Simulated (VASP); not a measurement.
# Be3Zn2Se5 (Imm2) in VASP: single point with PBE

Aim: the single point of Be3Zn2Se5 with PBE.

All numbers are computed with VASP 6.6.1; they aren't measurements. Logs are shortened: lines on timing, memory, paths and dates and some standing lists are left out, and cuts for length are marked.

## (1) The cell of the first run

Symmetry: Imm2, No. 44, orthorhombic system. Conventional cell: a = 3.806 Å, b = 19.180 Å, c = 5.388 Å, α = 90.00°, β = 90.00°, γ = 90.00°. Be (site symmetry m) has 4 Se at 2.23 to 2.29 Å within 3.0 Å. Within 3.0 Å of Be (site symmetry mm2) lie 4 Se at 2.25 to 2.30 Å. Within 3.2 Å of Zn (site symmetry m) lie 4 Se at 2.43 to 2.46 Å. Within 3.0 Å of Se (site symmetry m) lie 1 Be at 2.23 Å and 3 Zn at 2.43 to 2.46 Å. Within 3.0 Å of Se (site symmetry m) lie 3 Be at 2.25 to 2.29 Å and 1 Zn at 2.46 Å. Se (site symmetry mm2) has 4 Be at 2.27 to 2.30 Å within 3.0 Å.

## (2) Single point, PBE

Contents of INCAR:

```
SYSTEM = Be3Zn2Se5
PREC = Accurate
ENCUT = 520
EDIFF = 1E-7
ISMEAR = 0
SIGMA = 0.02
LREAL = .False.
LASPH = .True.
NELM = 100
ALGO = Normal
ISIF = 2
LWAVE = .False.
LCHARG = .False.
GGA = PE
NBANDS = 41
KPAR = 4
```

Contents of KPOINTS:

```
Automatic mesh
0
Gamma
  10 10 10
  0 0 0
```

Contents of POSCAR:

```
Be3Zn2Se5
1.0
   -1.9031106528      9.5900183066      2.6942490742
    1.9031106528     -9.5900183066      2.6942490742
    1.9031106528      9.5900183066     -2.6942490742
Be Zn Se
3 2 5
Direct
    0.0901840509      0.9975713257      0.0926127252
    0.4936195807      0.9936195807      0.5000000000
    0.9049586005      0.9975713257      0.9073872748
    0.3044868814      1.0000935898      0.3043932916
    0.6957002981      1.0000935898      0.6956067084
    0.9726251270      0.7808389556      0.1917861714
    0.1406888453      0.7322419159      0.4084469294
    0.3237949866      0.7322419159      0.5915530706
    0.5890527842      0.7808389556      0.8082138286
    0.7348888451      0.7348888451      0.0000000000
```

Potentials or basis: VASP PAW PBE potentials, release 64 (Be, Zn, Se).

Started as:

```
cat potpaw_PBE.64/Be/POTCAR potpaw_PBE.64/Zn/POTCAR potpaw_PBE.64/Se/POTCAR > POTCAR
mpirun -np 4 vasp_std > vasp.out
```

OUTCAR:

```text
SYSTEM = Be3Zn2Se5
   PREC = Accurate
   ENCUT = 520
   EDIFF = 1E-7
   ISMEAR = 0
   LREAL = .False.
   LASPH = .True.
   NELM = 100
   ISIF = 2
   GGA = PE

 ion  position               nearest neighbor table
   1  0.090  0.998  0.093-   6 2.23  10 2.27   8 2.29   8 2.29
   2  0.494  0.994  0.500-   7 2.25   8 2.25  10 2.30  10 2.30
   3  0.905  0.998  0.907-   9 2.23  10 2.27   7 2.29   7 2.29
   4  0.304  0.000  0.304-   9 2.43   9 2.43   6 2.46   7 2.46
   5  0.696  0.000  0.696-   6 2.43   6 2.43   9 2.46   8 2.46
   6  0.973  0.781  0.192-   1 2.23   5 2.43   5 2.43   4 2.46
   7  0.141  0.732  0.408-   2 2.25   3 2.29   3 2.29   4 2.46
   8  0.324  0.732  0.592-   2 2.25   1 2.29   1 2.29   5 2.46
   9  0.589  0.781  0.808-   3 2.23   4 2.43   4 2.43   5 2.46
  10  0.735  0.735  0.000-   1 2.27   3 2.27   2 2.30   2 2.30

  LATTYP: Found a body centered orthorhombic cell.
 ALAT       =     3.8062213056
 B/A-ratio  =     1.4157080516
 C/A-ratio  =     5.0391280678

  Lattice vectors:

 A1 = (   1.9031106528,  -9.5900183066,  -2.6942490742)
 A2 = (  -1.9031106528,  -9.5900183066,   2.6942490742)
 A3 = (  -1.9031106528,   9.5900183066,  -2.6942490742)

Analysis of symmetry for initial positions (statically):
=====================================================================
 Subroutine PRICEL returns:
 Original cell was already a primitive cell.

 Routine SETGRP: Setting up the symmetry group for a
 body centered orthorhombic supercell.

 Subroutine GETGRP returns: Found  4 space group operations
 (whereof  4 operations were pure point group operations)
 out of a pool of  8 trial point group operations.

The static configuration has the point symmetry C_2v.

Analysis of symmetry for dynamics (positions and initial velocities):
=====================================================================
 Subroutine PRICEL returns:
 Original cell was already a primitive cell.

 Routine SETGRP: Setting up the symmetry group for a
 body centered orthorhombic supercell.

 Subroutine GETGRP returns: Found  4 space group operations
 (whereof  4 operations were pure point group operations)
 out of a pool of  8 trial point group operations.

The dynamic configuration has the point symmetry C_2v.

 Subroutine INISYM returns: Found  4 space group operations
 (whereof  4 operations are pure point group operations),
 and found     1 'primitive' translations

----------------------------------------------------------------------------------------

                                     Primitive cell

  volume of cell :     196.6895

  direct lattice vectors                    reciprocal lattice vectors
    -1.903110653  9.590018307  2.694249074     0.000000000  0.052137544  0.185580466
     1.903110653 -9.590018307  2.694249074     0.262727761  0.000000000  0.185580466
     1.903110653  9.590018307 -2.694249074     0.262727761  0.052137544  0.000000000

  length of vectors
    10.141462387 10.141462387 10.141462387     0.192765228  0.321661290  0.267851077

  position of ions in fractional coordinates (direct lattice)
     0.090184051  0.997571326  0.092612725
     0.493619581  0.993619581  0.500000000
     0.904958601  0.997571326  0.907387275
     0.304486881  0.000093590  0.304393292
     0.695700298  0.000093590  0.695606708
     0.972625127  0.780838956  0.191786171
     0.140688845  0.732241916  0.408446929
     0.323794987  0.732241916  0.591553071
     0.589052784  0.780838956  0.808213829
     0.734888845  0.734888845  0.000000000

  ion indices of the primitive-cell ions
   primitive index   ion index
                 1           1
                 2           2
                 3           3
                 4           4
                 5           5
                 6           6
                 7           7
                 8           8
                 9           9
                10          10

----------------------------------------------------------------------------------------

 KPOINTS: Automatic mesh

Automatic generation of k-mesh.
 Grid dimensions read from file:
 generate k-points for:   10   10   10

 Generating k-lattice:

  Cartesian coordinates                     Fractional coordinates (reciprocal lattice)
     0.000000000  0.005213754  0.018558047     0.100000000  0.000000000 -0.000000000
     0.026272776  0.000000000  0.018558047     0.000000000  0.100000000 -0.000000000
     0.026272776  0.005213754  0.000000000     0.000000000  0.000000000  0.100000000

  Length of vectors
     0.019276523  0.032166129  0.026785108

  Shift w.r.t. Gamma in fractional coordinates (k-lattice)
     0.000000000  0.000000000  0.000000000

 Subroutine IBZKPT returns following result:
 ===========================================

 Found    171 irreducible k-points:

 Following reciprocal coordinates:
            Coordinates               Weight
  0.000000  0.000000  0.000000      1.000000
  0.100000 -0.000000  0.000000      4.000000
  0.200000 -0.000000  0.000000      4.000000
  0.300000 -0.000000  0.000000      4.000000
  0.400000 -0.000000  0.000000      4.000000
  0.500000 -0.000000  0.000000      2.000000
[... 16 lines left out ...]
 -0.400000  0.200000 -0.000000      8.000000
 -0.300000  0.200000  0.000000      8.000000
 [... further k-points ...]
   k-points           NKPTS =    171   k-points in BZ     NKDIM =    171   number of bands    NBANDS=     41
   number of dos      NEDOS =    301   number of ions     NIONS =     10
   total plane-waves  NPLWV = 512000
   dimension x,y,z NGX =    80 NGY =   80 NGZ =   80
   dimension x,y,z NGXF=   160 NGYF=  160 NGZF=  160
   ions per type =               3   2   5
   NGX,Y,Z   is equivalent  to a cutoff of  13.11, 13.11, 13.11 a.u.
   NGXF,Y,Z  is equivalent  to a cutoff of  26.23, 26.23, 26.23 a.u.
 SYSTEM =  Be3Zn2Se5
   PREC   = accura    normal or accurate (medium, high low for compatibility)
   ISTART =      0    job   : 0-new  1-cont  2-samecut
   ICHARG =      2    charge: 1-file 2-atom 10-const
   ISPIN  =      1    spin polarized calculation?
   LNONCOLLINEAR =      F non collinear calculations
   LSORBIT =      F    spin-orbit coupling
   LASPH  =      T    aspherical Exc in radial PAW
   ENCUT  =  520.0 eV  38.22 Ry    6.18 a.u.  18.86 18.86 18.86*2*pi/ulx,y,z
   NELM   =    100;   NELMIN=  2; NELMDL= -5     # of ELM steps
   EDIFF  = 0.1E-06   stopping-criterion for ELM
   LREAL  =      F    real-space projection
   EDIFFG = 0.1E-05   stopping-criterion for IOM
   NSW    =      0    number of steps for IOM
   IBRION =     -1    ionic relax: 0-MD 1-quasi-New 2-CG
   NFREE  =      0    steps in history (QN), initial steepest desc. (CG)
   ISIF   =      2    stress and relaxation
   ISYM   =      2    0-nonsym 1-usesym 2-fastsym
   POTIM  = 0.5000    time-step for ionic-motion
   TEBEG  =    0.0;   TEEND  =   0.0 temperature during run
   PSTRESS=    0.0 pullay stress
   NELECT =      60.0000    total number of electrons
   NUPDOWN=      -1.0000    fix difference up-down
   EMIN   =  10.00;   EMAX   =-10.00  energy-range for DOS
   EFERMI =   0.00;   METHOD = LEGACY
   ISMEAR =     0;   SIGMA  =   0.02  broadening in eV -4-tet -1-fermi 0-gaus
   EFERMI_NEDOS =   21; number of points for ismear=-14 and -15
   IALGO  =     38    algorithm
   IMIX   =      4    mixing-type and parameters
     AMIX     =   0.40;   BMIX     =  1.00
     AMIX_MAG =   1.60;   BMIX_MAG =  1.00
  volume/ion in A,a.u.               =      19.67       132.73
  Fermi-wavevector in a.u.,A,eV,Ry     =   1.102042  2.082558 16.524231  1.214497
  Thomas-Fermi vector in A             =   2.238479
   LORBIT       =      0    0 simple, 1 ext, 2 COOP (PROOUT), +10 PAW based schemes
   GGA     = PE    functional components
   LHFCALC =     F    Hartree Fock is set to
   AEXX    =    0.0000 exact exchange contribution
   IVDW    =     0    specifies the selected vdW correction
   LEPSILON=     F    determine dielectric tensor
   LRPA    =     F    only Hartree local field effects (RPA)
 non-spin polarized calculation
 Gauss-broadening in eV      SIGMA  =   0.02
  energy-cutoff  :      520.00
  volume of cell :      196.69
 maximum number of plane-waves:      5330
 NGX is ok and might be reduce to    80
   NGX = 37   NGY = 37   NGZ = 37

 number of electron      60.0000008 magnetization

 Free energy of the ion-electron system (eV)
  ---------------------------------------------------
  ext. energy  EPLUGINS =         0.00000000
  ---------------------------------------------------
  free energy    TOTEN  =       -38.37066894 eV

  energy without entropy =      -38.37066894  energy(sigma->0) =      -38.37066894

 E-fermi :   2.7107     XC(G=0):  -9.3246

 val. band max:        2.6073335342   @ k =   0.5000   0.5000   0.5000
 cond. band min:       4.9744290086   @ k =   0.5000   0.5000   0.5000
 fundamental gap:      2.3670954744
 Fermi energy:         2.7106955868

 k-point     1 :       0.0000    0.0000    0.0000
  band No.  band energies     occupation
      1     -11.0494      2.00000
      2     -10.3326      2.00000
      3     -10.2593      2.00000
      4      -9.6239      2.00000
      5      -9.6113      2.00000
      6      -3.9933      2.00000
[... 33 lines left out ...]
     40       8.3286      0.00000
     41       8.6299      0.00000

 k-point     2 :       0.1000   -0.0000    0.0000
  band No.  band energies     occupation
      1     -11.0201      2.00000
      2     -10.3491      2.00000
      3     -10.2173      2.00000
      4      -9.6549      2.00000
      5      -9.6491      2.00000
      6      -3.9883      2.00000
[... 33 lines left out ...]
     40       8.4432      0.00000
     41       8.5817      0.00000

 k-point     3 :       0.2000   -0.0000    0.0000
  band No.  band energies     occupation
      1     -10.9338      2.00000
      2     -10.3532      2.00000
      3     -10.1432      2.00000
      4      -9.7606      2.00000
      5      -9.7354      2.00000
      6      -3.9870      2.00000
[... 875 lines left out ...]
      2     -10.2793      2.00000
      3      -9.9304      2.00000
      4      -9.7293      2.00000
      5      -9.6829      2.00000
      6      -3.9827      2.00000
[... 33 lines left out ...]
     40       8.6447      0.00000
     41       8.8368      0.00000

 k-point    24 :      -0.3000    0.2000    0.0000
  band No.  band energies     occupation
      1     -10.7968      2.00000
      2     -10.2786      2.00000
      3      -9.9801      2.00000
      4      -9.6394      2.00000
      5      -9.6244      2.00000
      6      -3.9916      2.00000
[... 33 lines left out ...]
     40       8.5701      0.00000
     41       8.6921      0.00000

 [... further k-points ...]
[... 5 lines left out ...]
  --------------------------------------------------------------------------------------
  -------------------------------------------------------------------------------------
  Total        0.2425471      0.2393468      0.2342266      0.0000000      0.0000000      0.0000000
  in kB        1.9757199      1.9496512      1.9079441      0.0000000      0.0000000      0.0000000
  external PRESSURE =       1.9444384 kB  Pullay stress =       0.0000000 kB

 VOLUME and BASIS-vectors are now :
 -----------------------------------------------------------------------------
  energy-cutoff  :      520.00
  volume of cell :      196.69
      direct lattice vectors                 reciprocal lattice vectors
    -1.903110653  9.590018307  2.694249074     0.000000000  0.052137544  0.185580466
     1.903110653 -9.590018307  2.694249074     0.262727761  0.000000000  0.185580466
     1.903110653  9.590018307 -2.694249074     0.262727761  0.052137544  0.000000000

 POSITION                                       TOTAL-FORCE (eV/Angst)
 -----------------------------------------------------------------------------------
      1.90311     -7.81370      2.68116         0.000000     -0.003055      0.001285
      1.90311      0.00000      2.65987        -0.000000     -0.000000      0.004095
      1.90311      7.81370      2.68116         0.000000      0.003055      0.001285
      0.00000      5.83827      0.00050        -0.000000      0.001522     -0.005684
      0.00000     13.34176      0.00050         0.000000     -0.001522     -0.005684
     -0.00000      3.67847      4.20755         0.000000     -0.006165      0.008682
      1.90311     -1.75599      1.25144        -0.000000      0.006333     -0.005857
      1.90311      1.75599      1.25144        -0.000000     -0.006333     -0.005857
      1.90311      5.91155      1.51330         0.000000      0.006165      0.008682
      0.00000      0.00000      3.95995         0.000000     -0.000000     -0.000948
 -----------------------------------------------------------------------------------
    total drift:                                0.000000      0.000008      0.000038

  FREE ENERGIE OF THE ION-ELECTRON SYSTEM (eV)
  ---------------------------------------------------
  free  energy   TOTEN  =       -38.3706689423 eV

  energy  without entropy=      -38.3706689423  energy(sigma->0) =      -38.37066894
```

Wall time 52 min (4 MPI ranks of Oxide Virtual Turin-like, shared host); peak memory 1.8 GiB.

What came out:

| Property | Result |
| --- | --- |
| Free energy | -38.3707 eV |
| Pressure | 0.2 GPa |
| Largest force | 0.011 eV/Å |
| Band gap on the k mesh | 2.37 eV |

Forces on the atoms (eV/Å):
```
Be   0.000 -0.003  0.001
Be   0.000  0.000  0.004
Be   0.000  0.003  0.001
Zn   0.000  0.002 -0.006
Zn   0.000 -0.002 -0.006
Se   0.000 -0.006  0.009
Se   0.000  0.006 -0.006
Se   0.000 -0.006 -0.006
Se   0.000  0.006  0.009
Se   0.000  0.000 -0.001
```

Levels at points of the mesh, in eV from the valence-band top:
| k point | band 26 | band 27 | band 28 | band 29 | band 30 | band 31 | band 32 | band 33 | band 34 | band 35 |
| --- | --- | --- | --- | --- | --- | --- | --- | --- | --- | --- |
| (0.00, 0.00, 0.00) | -0.93 | -0.74 | -0.29 | -0.25 | -0.02 | 2.39 | 2.98 | 3.58 | 4.22 | 4.25 |
| (0.50, 0.00, 0.00) | -1.49 | -1.19 | -1.04 | -0.78 | -0.73 | 3.12 | 3.35 | 3.84 | 3.96 | 4.09 |
| (0.00, 0.50, 0.00) | -2.35 | -1.70 | -1.50 | -1.15 | -1.15 | 2.94 | 3.94 | 4.54 | 5.15 | 5.36 |
| (0.50, 0.50, 0.00) | -2.50 | -2.44 | -2.24 | -1.58 | -1.40 | 2.57 | 3.35 | 3.43 | 3.55 | 3.93 |
| (0.50, 0.50, 0.50) | -1.34 | -0.96 | -0.94 | -0.55 | 0.00 | 2.37 | 3.41 | 3.45 | 3.83 | 4.04 |
